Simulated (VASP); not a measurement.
# NiO: single point with BLYP

Crystal: NiO.

```
CELL_PARAMETERS angstrom
0.00000 2.08590 2.08590
2.08590 0.00000 2.08590
2.08590 2.08590 0.00000
ATOMIC_POSITIONS crystal
Ni 0.00000 0.00000 0.00000
O 0.50000 0.50000 0.50000
```

```yaml
Program: VASP 6.6.1
Task: single point
Functional: BLYP
Potentials_or_basis: VASP PAW PBE potentials, release 64 (Ni_sv_GW, O)
Cutoff: 520 eV
k_mesh: 6 × 6 × 6
Occupations: fermi-dirac, width 0.05 eV
Spin: collinear spin, ferromagnetic start
Starting_moments: "[1.0, 0.0] μB"
Dipole_correction: no
k_mesh_for_the_DOS: 9 × 9 × 9
Occupations_for_the_DOS: tetrahedron
Further_INCAR_settings: ALGO = Normal; EDIFF = 1e-06
```

```
Net moment                                            : 1.72 μB per cell
Site moments                                          : Ni +1.47; O +0.28 μB
Valence electrons inside the program's atomic spheres : Ni 16.20; O 5.01
```

Levels at points of the mesh, in eV from the Fermi level:
Spin up:
| k point | band 9 | band 10 | band 11 | band 12 | band 13 | band 14 | band 15 | band 16 | band 17 |
| --- | --- | --- | --- | --- | --- | --- | --- | --- | --- |
| (0.00, 0.00, 0.00) | -3.07 | -3.07 | -2.69 | -2.69 | -2.69 | 1.75 | 18.46 | 19.14 | 19.15 |
Spin down:
| k point | band 8 | band 9 | band 10 | band 11 | band 12 | band 13 | band 14 | band 15 |
| --- | --- | --- | --- | --- | --- | --- | --- | --- |
| (0.00, 0.00, 0.00) | -2.57 | -1.92 | -1.92 | -1.92 | -0.62 | -0.62 | 2.09 | 18.41 |

Wall time 41 s on 1 thread of AMD EPYC 9R45 96-Core Processor (Zen 5) (shared host), peak memory 0.14 GiB.

Caveat: the k points lie up to 0.43 Å⁻¹ apart; a cell with one magnetic atom can't hold antiferromagnetic order, which such compounds often take; semilocal functionals often make such compounds metallic where correlation or magnetic order opens a gap, which also shifts bond lengths.
